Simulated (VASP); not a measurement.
Here is a VASP 6.6.1 calculation.

Contents of INCAR:

```
SYSTEM = SiSe4
PREC     = Accurate       ! precision mode
ENCUT    = 520            ! plane-wave cutoff, eV
EDIFF    = 1E-6           ! SCF threshold, eV
ISMEAR   = 0              ! smearing method
SIGMA    = 0.1            ! smearing width, eV
LREAL    = .False.        ! projectors in reciprocal space
LASPH    = .True.         ! aspherical terms in the spheres
NELM     = 100            ! most SCF steps
ALGO     = Normal         ! electronic algorithm
ISIF     = 2              ! what is computed and relaxed
LWAVE    = .False.        ! write WAVECAR
LCHARG   = .False.        ! write CHGCAR
GGA      = PE             ! functional
NBANDS   = 22             ! bands
```

File KPOINTS:

```
Automatic mesh
0
Gamma
  4 4 4
  0 0 0
```

POSCAR

```
SiSe4
1.0
    4.6021787200      0.0000000000      0.0000000000
    0.0000000000      4.6021787200      0.0000000000
    0.0000000000      0.0000000000      7.2028240500
Si Se
1 4
Direct
    0.0000000000      0.0000000000      0.0000000000
    0.5000000000      0.5000000000      0.3210133300
    0.5000000000      0.5000000000      0.6789866700
    0.0000000000      0.0000000000      0.3000883900
    0.0000000000      0.0000000000      0.6999116100
```

Potentials or basis: VASP PAW PBE potentials, release 64 (Si, Se).

Launch:

```bash
$ cat potpaw_PBE.64/Si/POTCAR potpaw_PBE.64/Se/POTCAR > POTCAR
$ mpirun -np 1 vasp_std > vasp.out
```

What does it give for the largest force?

2.751 eV/Å.

Predict the band gap on the k mesh.

zero (bands 14 and 15 overlap by 1.81 eV).

What does it give for the pressure?

-1.0 GPa.

Forces in eV/Å, atoms in the order of the input:
```
Si   0.000  0.000  0.000
Se   0.000  0.000  2.751
Se   0.000  0.000 -2.751
Se   0.000  0.000  0.020
Se   0.000  0.000 -0.020
```

Caveat: forces of over 1 eV/Å act on the atoms, so gaps and moduli don't describe the material at rest.
